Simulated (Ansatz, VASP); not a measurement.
One calculation of GeSb4Te7, two programs

INCAR

```
PREC     = Accurate       # precision mode
ENCUT    = 500            # plane-wave cutoff, eV
EDIFF    = 1E-6           # SCF threshold, eV
ISMEAR   = 0              # smearing method
SIGMA    = 0.02           # smearing width, eV
LREAL    = F              # projectors in reciprocal space
LASPH    = T              # aspherical terms in the spheres
NELM     = 120            # most SCF steps
ALGO     = Normal         # electronic algorithm
ISIF     = 2              # what is computed and relaxed
LWAVE    = F              # write WAVECAR
LCHARG   = F              # write CHGCAR
GGA      = PE             # functional
NBANDS   = 50             # bands
GGA_COMPAT= F
```

KPOINTS

```
Automatic mesh
0
Gamma
  12 12 2
```

Contents of POSCAR:

```
GeSb4Te7
1.0
    4.4068087556      0.0000000000      0.0000000000
   -2.2034043778      3.8164083320      0.0000000000
    0.0000000000      0.0000000000     25.0611495249
Ge Sb Te
1 4 7
Direct
    0.0000000000      0.0000000000      0.5000000000
    0.6666666667      0.3333333333      0.9212969938
    0.3333333333      0.6666666667      0.3533270135
    0.3333333333      0.6666666667      0.0787030062
    0.6666666667      0.3333333333      0.6466729865
    0.3333333333      0.6666666667      0.8546426232
    0.6666666667      0.3333333333      0.1453573768
    0.0000000000      0.0000000000      0.7130291485
    0.6666666667      0.3333333333      0.4330391081
    0.3333333333      0.6666666667      0.5669608919
    0.0000000000      0.0000000000      0.0000000000
    0.0000000000      0.0000000000      0.2869708515
```

Input for Ansatz:

```yaml
crystal:
  lattice:
    - [4.4068087556, 0.0, 0.0]
    - [-2.2034043778, 3.816408332, 0.0]
    - [0.0, 0.0, 25.0611495249]
  atoms:
    - { symbol: Ge, position: [0.0, 0.0, 0.5] }
    - { symbol: Sb, position: [0.6666666667, 0.3333333333, 0.9212969938] }
    - { symbol: Sb, position: [0.3333333333, 0.6666666667, 0.3533270135] }
    - { symbol: Sb, position: [0.3333333333, 0.6666666667, 0.0787030062] }
    - { symbol: Sb, position: [0.6666666667, 0.3333333333, 0.6466729865] }
    - { symbol: Te, position: [0.3333333333, 0.6666666667, 0.8546426232] }
    - { symbol: Te, position: [0.6666666667, 0.3333333333, 0.1453573768] }
    - { symbol: Te, position: [0.0, 0.0, 0.7130291485] }
    - { symbol: Te, position: [0.6666666667, 0.3333333333, 0.4330391081] }
    - { symbol: Te, position: [0.3333333333, 0.6666666667, 0.5669608919] }
    - { symbol: Te, position: [0.0, 0.0, 0.0] }
    - { symbol: Te, position: [0.0, 0.0, 0.2869708515] }
basis:
  ecutwfc: 420
kpoints:
  mp_grid: { grid: [12, 12, 2] }
  band_path: { path: [VBM, CBM], npoints: 2 }
hamiltonian:
  xc: pbe
scf:
  occupations: { method: gaussian, width: 0.02 }
output:
  forces: true
  stress: true
  eigenvalues: true
checkpoint:
  read: start.run
  write: ck
  compress: false
  write_wavefunctions: false
  write_every: 100000
```

Alike in both runs: task single point; functional PBE; k mesh 12 × 12 × 2; occupations gaussian, width 0.02 eV; no spin polarisation.

```csv
,VASP,Ansatz
version,VASP 6.6.1,Ansatz 0.2.0
potentials or method,"VASP PAW PBE potentials, release 64 (Ge_d, Sb, Te), cutoff 500 eV","scalar-relativistic, plane waves, PAW"
valence electrons in the cell,76,186
```

Ansatz gave:

```
gap on the k mesh at the Fermi level (eV)                     : 0.43
least direct gap on the mesh (eV)                             : 0.49
pressure (GPa)                                                : -1.1
traceless stress, the component that is largest in VASP (GPa) : 0.78
rms of the force components (eV/Å)                            : 0.001
```

Question: Which values does VASP return?

Answer: gap on the k mesh at the Fermi level (eV): 0.42; least direct gap on the mesh (eV): 0.48; pressure (GPa): -1.1; traceless stress, the component that is largest in VASP (GPa): 0.79; rms of the force components (eV/Å): 0.008.

Atom by atom the forces differ by 0.008 eV/Å (rms over components). VASP's potentials hold 76 valence electrons a cell and Ansatz's 186, so a difference there can come from the potentials and not from the codes.

Neither program's run includes spin-orbit coupling.
